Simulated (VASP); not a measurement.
Runs of VASP 6.6.1 on BAs. Symmetry: F-43m, No. 216, cubic system. The conventional cell has a = 4.784 Å, b = 4.784 Å, c = 4.784 Å, α = 90.00°, β = 90.00°, γ = 90.00°. B (site symmetry -43m) has 4 As at 2.07 Å within 2.7 Å. As (site symmetry -43m) has 4 B at 2.07 Å within 2.7 Å. 

| level | k mesh | grid for exact exchange (PRECFOCK) | share of exact exchange | screening parameter | gap on the mesh (eV) | pressure (GPa) |
| --- | --- | --- | --- | --- | --- | --- |
| r2SCAN | 6 × 6 × 6 | - | - | - | (a) | 0.3 |
| PBE-based screened hybrid with 15 % exact exchange | 4 × 4 × 4 | Normal | 0.15 | 0.3 1/Å | 1.72 | 1.2 |
| PBE-based screened hybrid with 75 % exact exchange | 4 × 4 × 4 | Normal | 0.75 | 0.3 1/Å | (b) | -7.0 |
| PBE-based screened hybrid with 30 % exact exchange | 4 × 4 × 4 | Normal | 0.3 | 0.5 1/Å | 1.74 | 0.1 |

Alike in all rows: task single point; potentials or basis VASP PAW PBE potentials, release 64 (B, As); no spin polarisation; cell as given; cutoff (eV) 520; smearing gaussian 0.01 eV.

Fill in the values left out.

(a) 1.47; (b) 3.09.

Caveats: some runs use coarse meshes; the PAW data sets were made with another functional, which shifts forces and pressure a little.

A k mesh can miss the band edges, and the runs leave out spin-orbit coupling on As.
